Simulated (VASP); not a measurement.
# Al (P6_3/mmc) in VASP: further runs

Al is run at these levels: LDA; tasks: single point.

All numbers are computed with VASP 6.6.1; they aren't measurements. Logs are shortened: lines on timing, memory, paths and dates and some standing lists are left out, and cuts for length are marked.

### Step 1. The cell of the first run

Symmetry: P6_3/mmc, No. 194, hexagonal system. Conventional cell: a = 2.655 Å, b = 2.655 Å, c = 8.703 Å, α = 90.00°, β = 90.00°, γ = 120.00°. Al (site symmetry -3m) has 12 Al at 2.66 Å within 3.5 Å. Within 3.5 Å of Al (site symmetry -6m2) lie 12 Al at 2.66 Å.

This isn't the form of Al at room conditions, which is fcc.

### Step 2. Single point, LDA

Contents of INCAR:

```
SYSTEM = Al
PREC = Accurate
ENCUT = 520
EDIFF = 1E-6
ISMEAR = -1
SIGMA = 0.15
LREAL = .FALSE.
LASPH = .TRUE.
NELM = 100
ALGO = Normal
ISIF = 2
LWAVE = .FALSE.
LCHARG = .FALSE.
NBANDS = 14
```

Contents of KPOINTS:

```
regular mesh
0
G
  18 18 6
  0 0 0
```

Contents of POSCAR:

```
Al
1.0
    2.6550423864      0.0000000000      0.0000000000
   -1.3275211932      2.2993341547      0.0000000000
    0.0000000000      0.0000000000      8.7031864688
Al
4
Direct
    0.0000000000      0.0000000000      0.0000000000
    0.3333333333      0.6666666667      0.2500000000
    0.0000000000      0.0000000000      0.5000000000
    0.6666666667      0.3333333333      0.7500000000
```

Potentials or basis: VASP PAW LDA potentials, release 64 (Al).

The run is started by

```
> cat potpaw_LDA.64/Al/POTCAR > POTCAR
> mpirun -np 1 vasp_std > vasp.out
```

OUTCAR:

```text
SYSTEM = Al
   PREC = Accurate
   ENCUT = 520
   EDIFF = 1E-6
   ISMEAR = -1
   LREAL = .FALSE.
   LASPH = .TRUE.
   NELM = 100
   ISIF = 2

 ion  position               nearest neighbor table
   1  0.000  0.000  0.000-   2 2.66   4 2.66   2 2.66   4 2.66   4 2.66   2 2.66
   2  0.333  0.667  0.250-   1 2.66   3 2.66   1 2.66   3 2.66   1 2.66   3 2.66
   3  0.000  0.000  0.500-   2 2.66   4 2.66   2 2.66   4 2.66   4 2.66   2 2.66
   4  0.667  0.333  0.750-   1 2.66   3 2.66   1 2.66   3 2.66   1 2.66   3 2.66

  LATTYP: Found a hexagonal cell.
 ALAT       =     2.6550423864
 C/A-ratio  =     3.2779840026

  Lattice vectors:

 A1 = (   2.6550423864,   0.0000000000,   0.0000000000)
 A2 = (  -1.3275211932,   2.2993341547,   0.0000000000)
 A3 = (   0.0000000000,   0.0000000000,   8.7031864688)

Analysis of symmetry for initial positions (statically):
=====================================================================
 Subroutine PRICEL returns:
 Original cell was already a primitive cell.

 Routine SETGRP: Setting up the symmetry group for a
 hexagonal supercell.

 Subroutine GETGRP returns: Found 24 space group operations
 (whereof 12 operations were pure point group operations)
 out of a pool of 24 trial point group operations.

The static configuration has the point symmetry D_3d.
 The point group associated with its full space group is D_6h.

Analysis of symmetry for dynamics (positions and initial velocities):
=====================================================================
 Subroutine PRICEL returns:
 Original cell was already a primitive cell.

 Routine SETGRP: Setting up the symmetry group for a
 hexagonal supercell.

 Subroutine GETGRP returns: Found 24 space group operations
 (whereof 12 operations were pure point group operations)
 out of a pool of 24 trial point group operations.

The dynamic configuration has the point symmetry D_3d.
 The point group associated with its full space group is D_6h.

 Subroutine INISYM returns: Found 24 space group operations
 (whereof 12 operations are pure point group operations),
 and found     1 'primitive' translations

----------------------------------------------------------------------------------------

                                     Primitive cell

  volume of cell :      53.1315

  direct lattice vectors                    reciprocal lattice vectors
     2.655042386  0.000000000  0.000000000     0.376641821  0.217454257  0.000000000
    -1.327521193  2.299334155  0.000000000     0.000000000  0.434908514  0.000000000
     0.000000000  0.000000000  8.703186469     0.000000000  0.000000000  0.114900445

  length of vectors
     2.655042386  2.655042386  8.703186469     0.434908514  0.434908514  0.114900445

  position of ions in fractional coordinates (direct lattice)
     0.000000000  0.000000000  0.000000000
     0.333333333  0.666666667  0.250000000
     0.000000000  0.000000000  0.500000000
     0.666666667  0.333333333  0.750000000

  ion indices of the primitive-cell ions
   primitive index   ion index
                 1           1
                 2           2
                 3           3
                 4           4

----------------------------------------------------------------------------------------

 KPOINTS: regular mesh

Automatic generation of k-mesh.
 Grid dimensions read from file:
 generate k-points for:   18   18    6

 Generating k-lattice:

  Cartesian coordinates                     Fractional coordinates (reciprocal lattice)
     0.020924546  0.012080792  0.000000000     0.055555556  0.000000000  0.000000000
     0.000000000  0.024161584  0.000000000     0.000000000  0.055555556  0.000000000
     0.000000000  0.000000000  0.019150074     0.000000000  0.000000000  0.166666667

  Length of vectors
     0.024161584  0.024161584  0.019150074

  Shift w.r.t. Gamma in fractional coordinates (k-lattice)
     0.000000000  0.000000000  0.000000000

 Subroutine IBZKPT returns following result:
 ===========================================

 Found    148 irreducible k-points:

 Following reciprocal coordinates:
            Coordinates               Weight
  0.000000  0.000000  0.000000      1.000000
  0.055556  0.000000  0.000000      6.000000
  0.111111  0.000000  0.000000      6.000000
  0.166667 -0.000000  0.000000      6.000000
  0.222222 -0.000000  0.000000      6.000000
  0.277778  0.000000  0.000000      6.000000
[... 16 lines left out ...]
  0.333333  0.111111  0.000000     12.000000
  0.388889  0.111111  0.000000     12.000000
 [... further k-points ...]
   k-points           NKPTS =    148   k-points in BZ     NKDIM =    148   number of bands    NBANDS=     14
   number of dos      NEDOS =    301   number of ions     NIONS =      4
   total plane-waves  NPLWV =  28000
   dimension x,y,z NGX =    20 NGY =   20 NGZ =   70
   dimension x,y,z NGXF=    40 NGYF=   40 NGZF=  140
   ions per type =               4
   NGX,Y,Z   is equivalent  to a cutoff of  12.52, 12.52, 13.37 a.u.
   NGXF,Y,Z  is equivalent  to a cutoff of  25.05, 25.05, 26.74 a.u.
 SYSTEM =  Al
   PREC   = accura    normal or accurate (medium, high low for compatibility)
   ISTART =      0    job   : 0-new  1-cont  2-samecut
   ICHARG =      2    charge: 1-file 2-atom 10-const
   ISPIN  =      1    spin polarized calculation?
   LNONCOLLINEAR =      F non collinear calculations
   LSORBIT =      F    spin-orbit coupling
   LASPH  =      T    aspherical Exc in radial PAW
   ENCUT  =  520.0 eV  38.22 Ry    6.18 a.u.   4.94  4.94 16.18*2*pi/ulx,y,z
   NELM   =    100;   NELMIN=  2; NELMDL= -5     # of ELM steps
   EDIFF  = 0.1E-05   stopping-criterion for ELM
   LREAL  =      F    real-space projection
   EDIFFG = 0.1E-04   stopping-criterion for IOM
   NSW    =      0    number of steps for IOM
   IBRION =     -1    ionic relax: 0-MD 1-quasi-New 2-CG
   NFREE  =      0    steps in history (QN), initial steepest desc. (CG)
   ISIF   =      2    stress and relaxation
   ISYM   =      2    0-nonsym 1-usesym 2-fastsym
   POTIM  = 0.5000    time-step for ionic-motion
   TEBEG  =    0.0;   TEEND  =   0.0 temperature during run
   PSTRESS=    0.0 pullay stress
   NELECT =      12.0000    total number of electrons
   NUPDOWN=      -1.0000    fix difference up-down
   EMIN   =  10.00;   EMAX   =-10.00  energy-range for DOS
   EFERMI =   0.00;   METHOD = LEGACY
   ISMEAR =    -1;   SIGMA  =   0.15  broadening in eV -4-tet -1-fermi 0-gaus
   EFERMI_NEDOS =   21; number of points for ismear=-14 and -15
   IALGO  =     38    algorithm
   IMIX   =      4    mixing-type and parameters
     AMIX     =   0.40;   BMIX     =  1.00
     AMIX_MAG =   1.60;   BMIX_MAG =  1.00
  volume/ion in A,a.u.               =      13.28        89.64
  Fermi-wavevector in a.u.,A,eV,Ry     =   0.996976  1.884011 13.523658  0.993961
  Thomas-Fermi vector in A             =   2.129101
   LORBIT       =      0    0 simple, 1 ext, 2 COOP (PROOUT), +10 PAW based schemes
   GGA     = CA    functional components
   LHFCALC =     F    Hartree Fock is set to
   AEXX    =    0.0000 exact exchange contribution
   IVDW    =     0    specifies the selected vdW correction
   LEPSILON=     F    determine dielectric tensor
   LRPA    =     F    only Hartree local field effects (RPA)
 non-spin polarized calculation
  energy-cutoff  :      520.00
  volume of cell :       53.13
 maximum number of plane-waves:      1473
 NGX is ok and might be reduce to    20
   NGX =  9   NGY =  9   NGZ = 33

 number of electron      12.0000000 magnetization

 Free energy of the ion-electron system (eV)
  ---------------------------------------------------
  ext. energy  EPLUGINS =         0.00000000
  ---------------------------------------------------
  free energy    TOTEN  =       -16.15339301 eV

  energy without entropy =      -16.05459697  energy(sigma->0) =      -16.10399499

 E-fermi :  10.2059     XC(G=0): -11.1718

 val. band max:       10.2037463669   @ k =   0.2778   0.1111   0.1667
 cond. band min:      10.2088682224   @ k =   0.2222   0.2222   0.3333
 fundamental gap:      0.0051218555
 Fermi energy:        10.2058517387

 k-point     1 :       0.0000    0.0000    0.0000
  band No.  band energies     occupation
      1      -2.4406      2.00000
      2      -0.5118      2.00000
      3      -0.5096      2.00000
      4       4.7681      2.00000
      5       5.4784      2.00000
      6      14.0277      0.00000
      7      14.0457      0.00000
      8      22.4876      0.00000
      9      22.4876      0.00000
     10      22.5786      0.00000
     11      22.5786      0.00000
     12      23.4247      0.00000
     13      23.4309      0.00000
     14      23.4406      0.00000

 k-point     2 :       0.0556    0.0000    0.0000
  band No.  band energies     occupation
      1      -2.3545      2.00000
      2      -0.4272      2.00000
      3      -0.4250      2.00000
      4       4.8461      2.00000
      5       5.5606      2.00000
      6      14.0903      0.00000
      7      14.1121      0.00000
      8      20.6509      0.00000
      9      21.3731      0.00000
     10      21.9271      0.00000
     11      22.0690      0.00000
     12      22.7540      0.00000
     13      22.7752      0.00000
     14      22.8103      0.00000

 k-point     3 :       0.1111    0.0000    0.0000
  band No.  band energies     occupation
      1      -2.0968      2.00000
      2      -0.1740      2.00000
      3      -0.1717      2.00000
      4       5.0803      2.00000
      5       5.8056      2.00000
      6      14.2627      0.00000
      7      14.3039      0.00000
      8      18.3756      0.00000
      9      19.7573      0.00000
     10      19.8887      0.00000
     11      20.3337      0.00000
     12      21.7571      0.00000
     13      21.8620      0.00000
     14      21.8705      0.00000
[... 324 lines left out ...]
 k-point    23 :       0.3333    0.1111    0.0000
  band No.  band energies     occupation
      1       1.9449      2.00000
      2       3.7849      2.00000
      3       3.7920      2.00000
      4       7.5649      2.00000
      5       8.7693      1.99986
      6       9.3145      1.99476
      7       9.7304      1.91934
      8      10.3446      0.56797
      9      13.3719      0.00000
     10      14.4693      0.00000
     11      15.3222      0.00000
     12      15.4015      0.00000
     13      16.3246      0.00000
     14      18.5284      0.00000

 k-point    24 :       0.3889    0.1111    0.0000
  band No.  band energies     occupation
      1       3.1748      2.00000
      2       4.9514      2.00000
      3       4.9718      2.00000
      4       6.0692      2.00000
      5       7.9688      2.00000
      6       8.0037      2.00000
      7      10.0638      1.44102
      8      10.9525      0.01369
      9      12.7708      0.00000
     10      12.8824      0.00000
     11      14.8351      0.00000
     12      15.1114      0.00000
     13      15.7533      0.00000
     14      19.3023      0.00000

 [... further k-points ...]
[... 5 lines left out ...]
  --------------------------------------------------------------------------------------
  -------------------------------------------------------------------------------------
  Total        7.3750988      7.3750988      7.3753334      0.0000000      0.0000000     -0.0000000
  in kB      222.3958020    222.3958020    222.4028776      0.0000000      0.0000000     -0.0000000
  external PRESSURE =     222.3981605 kB  Pullay stress =       0.0000000 kB

 VOLUME and BASIS-vectors are now :
 -----------------------------------------------------------------------------
  energy-cutoff  :      520.00
  volume of cell :       53.13
      direct lattice vectors                 reciprocal lattice vectors
     2.655042386  0.000000000  0.000000000     0.376641821  0.217454257  0.000000000
    -1.327521193  2.299334155  0.000000000     0.000000000  0.434908514  0.000000000
     0.000000000  0.000000000  8.703186469     0.000000000  0.000000000  0.114900445

 POSITION                                       TOTAL-FORCE (eV/Angst)
 -----------------------------------------------------------------------------------
      0.00000      0.00000      0.00000         0.000000     -0.000000     -0.000000
     -0.00000      1.53289      2.17580        -0.000000      0.000000      0.000000
      0.00000      0.00000      4.35159         0.000000     -0.000000     -0.000000
      1.32752      0.76644      6.52739         0.000000     -0.000000     -0.000000
 -----------------------------------------------------------------------------------
    total drift:                               -0.000000      0.000000     -0.000000

  FREE ENERGIE OF THE ION-ELECTRON SYSTEM (eV)
  ---------------------------------------------------
  free  energy   TOTEN  =       -16.1533930137 eV

  energy  without entropy=      -16.0545969720  energy(sigma->0) =      -16.10399499
```

It took 41 s on 1 thread of AMD EPYC 9R45 (Zen 5), shared host; peak memory 0.17 GiB.

Results:

| Quantity | Value |
| --- | --- |
| Free energy | -16.1534 eV |
| Pressure | 22.2 GPa |
| Band gap on the k mesh | zero (bands 6 and 7 overlap by 5.94 eV) |

Levels at points of the mesh, in eV from the Fermi level:
```
           k point  band 3  band 4  band 5  band 6  band 7  band 8  band 9  band 10
(0.00, 0.00, 0.00)  -10.72   -5.44   -4.73    3.82    3.84   12.28   12.28    12.37
(0.50, 0.00, 0.00)   -4.52   -4.48   -3.56   -3.52    0.79    1.12    1.75     2.08
(0.00, 0.00, 0.50)   -8.35   -8.35   -0.99   -0.99    9.25    9.25   12.51    12.51
(0.50, 0.00, 0.50)   -5.35   -5.35   -2.05   -2.05   -1.31   -1.31    4.99     4.99
```

Caveat: the cell stands under pressure.

(Part 1 of 2 ends here.)

The gap in the log of VASP goes by the Fermi energy; the results here count the filled bands.